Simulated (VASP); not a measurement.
Set up this calculation in VASP 6.6.1, as the native input.

```yaml
Task: single point
Functional: PBE
Potentials_or_basis: VASP PAW PBE potentials, release 64 (V_sv, B, Os_sv_GW)
Cutoff: 500 eV
k_mesh: 9 × 9 × 3
Occupations: fermi-dirac, width 0.15 eV
Spin: collinear spin, ferromagnetic start
Starting_moments: "[2.0, 0.0, 0.0, 0.0, 0.0, 0.0] μB"
Dipole_correction: no
Further_INCAR_settings: ALGO = Normal; EDIFF = 1e-06; NBANDS = 34
```

The structure of VB4Os lies in POSCAR:

```
VB4Os
1.0
    2.8774870000      0.0000000000      0.0000000000
   -1.4387440000      2.4919770000      0.0000000000
    0.0000000000      0.0000000000      7.4537050000
V B Os
1 4 1
Direct
    0.0000000000      0.0000000000      0.0000000000
    0.0000000000      0.0000000000      0.7094840000
    0.3333333333      0.6666666667      0.7969230000
    0.3333333333      0.6666666667      0.2030770000
    0.0000000000      0.0000000000      0.2905160000
    0.3333333333      0.6666666667      0.5000000000
```

One way to write it, as run:

INCAR

```
SYSTEM = VB4Os
PREC = Accurate ; ENCUT = 500
EDIFF = 1E-6 ; ISMEAR = -1
SIGMA = 0.15 ; LREAL = .False.
LASPH = .True. ; NELM = 200
ALGO = Normal ; ISIF = 2
LWAVE = .False. ; LCHARG = .False.
ISPIN = 2 ; MAGMOM = 2 0 0 0 0 0
LORBIT = 11 ; LMAXMIX = 4
GGA = PE ; NBANDS = 34
GGA_COMPAT = .False.
```

KPOINTS

```
regular mesh
0
Gamma
  9 9 3
  0 0 0
```

Potentials or basis: VASP PAW PBE potentials, release 64 (V_sv, B, Os_sv_GW).

Launch:

```bash
$ cat potpaw_PBE.64/V_sv/POTCAR potpaw_PBE.64/B/POTCAR potpaw_PBE.64/Os_sv_GW/POTCAR > POTCAR
$ mpirun -np 1 vasp_std > vasp.out
```

It gave:

- Pressure: -1.4 GPa
- Largest force: 0.087 eV/Å
- Net moment: 0.00 μB per cell
- Valence electrons inside the program's atomic spheres: V 11.72; B 1.95, 1.97 (each value once); Os 14.90

Wall time 46 s on 1 thread of Intel(R) Xeon(R) 6975P-C (Granite Rapids), on a shared host, peak memory 0.25 GiB.
